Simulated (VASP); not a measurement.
# C10N in VASP: notebook, part 2 of 2

VASP 6.6.1. Earlier steps stand in the parts before.

### Step 5. Single point, PBE

The input, INCAR:

```
SYSTEM = C10N
PREC = Accurate
ENCUT = 520
EDIFF = 1E-6
ISMEAR = 0
SIGMA = 0.1
LREAL = .False.
LASPH = .True.
NELM = 60
ALGO = Normal
ISIF = 2
LWAVE = .False.
LCHARG = .False.
LDIPOL = .True.
IDIPOL = 3
DIPOL = 0.5 0.5 0.332
GGA = PE
NBANDS = 34
```

The input, KPOINTS:

```
Automatic mesh
0
Gamma
  7 3 1
  0 0 0
```

The input, POSCAR:

```
C10N
1.0
    4.2718357705      0.0000000000      0.0000000000
   -2.1359178852      8.6110540228      0.0000000000
    0.0000000000      0.0000000000     20.2788015587
C N
10 1
Direct
    0.1564123854      0.9794914374      0.1972503152
    0.8230790520      0.9794914374      0.1972503152
    0.6461581041      0.9589828748      0.2574344417
    0.3128247708      0.9589828748      0.2574344417
    0.1338042381      0.9383827998      0.3175270229
    0.8045779070      0.9383826011      0.3175270277
    0.6222260717      0.9176686260      0.3778997877
    0.2954419668      0.9176686383      0.3778996956
    0.0947392598      0.8987954532      0.4329047980
    0.8040521936      0.8987947219      0.4329053437
    0.5947392598      0.8987954532      0.4865387333
```

Potentials or basis: VASP PAW PBE potentials, release 64 (C, N).

Run with:

```console
cat potpaw_PBE.64/C/POTCAR potpaw_PBE.64/N/POTCAR > POTCAR
mpirun -np 1 vasp_std > vasp.out
```

OUTCAR:

```text
SYSTEM = C10N
   PREC = Accurate
   ENCUT = 520
   EDIFF = 1E-6
   ISMEAR = 0
   LREAL = .False.
   LASPH = .True.
   NELM = 60
   ISIF = 2
   GGA = PE

 ion  position               nearest neighbor table
   1  0.156  0.979  0.197-   2 1.42   4 1.42
   2  0.823  0.979  0.197-   3 1.42   1 1.42
   3  0.646  0.959  0.257-   4 1.42   2 1.42   6 1.43
   4  0.313  0.959  0.257-   3 1.42   1 1.42   5 1.43
   5  0.134  0.938  0.318-   6 1.41   4 1.43   8 1.44
   6  0.805  0.938  0.318-   5 1.41   3 1.43   7 1.44
   7  0.622  0.918  0.378-  10 1.39   8 1.40   6 1.44
[... 645 lines left out ...]

 VOLUME and BASIS-vectors are now :
 -----------------------------------------------------------------------------
  energy-cutoff  :      520.00
  volume of cell :      745.96
      direct lattice vectors                 reciprocal lattice vectors
     4.271835771  0.000000000  0.000000000     0.234091396  0.058064901  0.000000000
    -2.135917885  8.611054023  0.000000000     0.000000000  0.116129802  0.000000000
     0.000000000  0.000000000 20.278801559     0.000000000  0.000000000  0.049312579

 POSITION                                       TOTAL-FORCE (eV/Angst)
 -----------------------------------------------------------------------------------
     -1.42395      8.43445      4.00000        -7.313307     -0.094071      1.027853
      1.42395      8.43445      4.00000         7.159765     -0.184144      1.243005
      0.71197      8.25785      5.22046        -0.441009      0.203034     -1.526819
     -0.71197      8.25785      5.22046         0.255969      0.036952     -0.756500
     -1.43272      8.08046      6.43907         0.533766      0.100398     -0.879866
      1.43272      8.08046      6.43907        -0.591674     -0.018371      0.261744
      0.69798      7.90209      7.66335         0.515349      0.425858     -4.620729
     -0.69799      7.90209      7.66335        -1.118971      0.005678     -0.112925
     -1.51504      7.73958      8.77879        11.610716     -0.025975     -0.181319
      1.51503      7.73957      8.77880       -10.961287     -0.086310      5.476001
      0.62088      7.73958      9.86642         0.350685     -0.363049      0.069555
 -----------------------------------------------------------------------------------
    total drift:                               -0.000043     -0.000281      0.000151

  FREE ENERGIE OF THE ION-ELECTRON SYSTEM (eV)
  ---------------------------------------------------
  free  energy   TOTEN  =       -88.3961205144 eV

  energy  without entropy=      -88.3708532204  energy(sigma->0) =      -88.38348687

 vacuum level on the upper side and lower side of the slab         1.816         1.154
```

OSZICAR:

```text
N       E                     dE             d eps       ncg     rms          rms(c)
DAV:   1     0.375402504493E+03    0.37540E+03   -0.15255E+04   852   0.917E+02
DAV:   2    -0.116789856311E+02   -0.38708E+03   -0.36832E+03  1178   0.208E+02
DAV:   3    -0.916996807986E+02   -0.80021E+02   -0.79096E+02   916   0.103E+02
DAV:   4    -0.947757559253E+02   -0.30761E+01   -0.30476E+01   852   0.268E+01
[... 17 lines left out ...]
DAV:  22    -0.883960927045E+02   -0.32123E-04   -0.30195E-06   742   0.452E-03    0.179E-03
DAV:  23    -0.883961151324E+02   -0.22428E-04   -0.21070E-06   714   0.388E-03    0.808E-04
DAV:  24    -0.883961183628E+02   -0.32304E-05   -0.27429E-07   620   0.169E-03    0.424E-04
DAV:  25    -0.883961198552E+02   -0.14923E-05   -0.22787E-07   570   0.121E-03    0.195E-04
DAV:  26    -0.883961205144E+02   -0.65928E-06   -0.12780E-07   530   0.829E-04
   1 F= -.88396121E+02 E0= -.88383487E+02  d E =-.252673E-01
```

stdout:

```text
POSCAR found type information on POSCAR C N
 POSCAR found :  2 types and      11 ions
 scaLAPACK will be used
 LDA part: xc-table for (Slater+PW92), standard interpolation
 -----------------------------------------------------------------------------
|                                                                             |
|           W    W    AA    RRRRR   N    N  II  N    N   GGGG   !!!           |
|           W    W   A  A   R    R  NN   N  II  NN   N  G    G  !!!           |
|           W    W  A    A  R    R  N N  N  II  N N  N  G       !!!           |
|           W WW W  AAAAAA  RRRRR   N  N N  II  N  N N  G  GGG   !            |
|           WW  WW  A    A  R   R   N   NN  II  N   NN  G    G                |
|           W    W  A    A  R    R  N    N  II  N    N   GGGG   !!!           |
|                                                                             |
|     Your reciprocal lattice and k-lattice belong to different lattice       |
|     classes:                                                                |
|                                                                             |
|        The reciprocal lattice is base centered orthorhombic,                |
|        whereas your k-lattice is simple monoclinic.                         |
|                                                                             |
|     Results are often still useful ...                                      |
|                                                                             |
 -----------------------------------------------------------------------------

 POSCAR, INCAR and KPOINTS ok, starting setup
 FFT: planning ... GRIDC
 FFT: planning ... GRID_SOFT
 FFT: planning ... GRID
 WAVECAR not read
 entering main loop
```

It took 5.2 min on 1 thread of Intel Xeon 6975P-C (Granite Rapids), shared host; peak memory 0.78 GiB.

What came out:

| Property | Result |
| --- | --- |
| Free energy | -88.3961 eV |
| Largest force | 12.253 eV/Å |
| Band gap on the k mesh | zero (an odd number of electrons rules out a gap without spin polarisation) |

Forces in eV/Å, atoms in the order of the input:
```
C    -7.313  -0.094   1.028
C     7.160  -0.184   1.243
C    -0.441   0.203  -1.527
C     0.256   0.037  -0.756
C     0.534   0.100  -0.880
C    -0.592  -0.018   0.262
C     0.515   0.426  -4.621
C    -1.119   0.006  -0.113
C    11.611  -0.026  -0.181
C   -10.961  -0.086   5.476
N     0.351  -0.363   0.070
```

Levels at points of the mesh, in eV from the Fermi level:
```csv
k point,band 19,band 20,band 21,band 22,band 23,band 24,band 25,band 26,band 27,band 28
"(0.00, 0.00, 0.00)",-1.41,-1.17,-1.04,-0.33,0.59,0.91,1.41,1.49,1.86,4.30
```

### Step 6. Single point, PBE

INCAR: that of step 5 with these lines changed.

```diff
@@ -15,3 +15,3 @@
 IDIPOL = 3
-DIPOL = 0.5 0.5 0.332
+DIPOL = 0.5 0.5 0.322
 GGA = PE
```

The input, KPOINTS:

```
regular mesh
0
Gamma
  7 3 1
  0 0 0
```

POSCAR: that of step 5 with these lines changed.

```diff
@@ -18,2 +18,2 @@
     0.8040521936      0.8987947219      0.4329053437
-    0.5947392598      0.8987954532      0.4865387333
+    0.5947392598      1.3987954532      0.3774598843
```

Potentials or basis: VASP PAW PBE potentials, release 64 (C, N).

Run with:

```console
cat potpaw_PBE.64/C/POTCAR potpaw_PBE.64/N/POTCAR > POTCAR
mpirun -np 1 vasp_std > vasp.out
```

Run time: 8.1 min. Hardware: 1 thread of Intel Xeon 6975P-C (Granite Rapids), shared host; peak memory 0.75 GiB.

The run converged. Its results:

| Item | Value |
| --- | --- |
| Free energy | -83.0592 eV |
| Largest force | 7.339 eV/Å |
| Band gap on the k mesh | zero (an odd number of electrons rules out a gap without spin polarisation) |

Forces on the atoms (eV/Å):
```
C   -7.230 -0.179  1.245
C    7.230 -0.179  1.245
C   -0.466  0.174 -1.205
C    0.465  0.174 -1.204
C   -0.083  0.008 -0.046
C    0.082  0.006 -0.044
C   -0.041 -0.003  0.068
C    0.041  0.003  0.071
C   -0.120  0.005 -0.061
C    0.121  0.002 -0.061
N    0.001 -0.011 -0.008
```

Levels at points of the mesh, in eV from the Fermi level:
```tsv
k point	band 18	band 19	band 20	band 21	band 22	band 23	band 24	band 25	band 26	band 27
(0.00, 0.00, 0.00)	-1.50	-1.15	-0.69	-0.03	-0.03	0.17	0.79	1.28	1.31	2.22
```

### Step 7. Summary

| cell | gap on the mesh (eV) | largest force (eV/Å) |
| --- | --- | --- |
| as given, atomic positions A | none | 7.55 |
| as given, atomic positions B | none | 7.54 |
| as given, atomic positions C | none | 7.34 |
| as given, atomic positions D | none | 12.25 |
| as given, atomic positions E | none | 7.34 |

Alike in all rows: task single point; level PBE; potentials or basis VASP PAW PBE potentials, release 64 (C, N); no spin polarisation; k mesh 7 × 3 × 1; cutoff (eV) 520; smearing gaussian 0.1 eV.

Absolute energies hang on the potentials; compare differences alone.
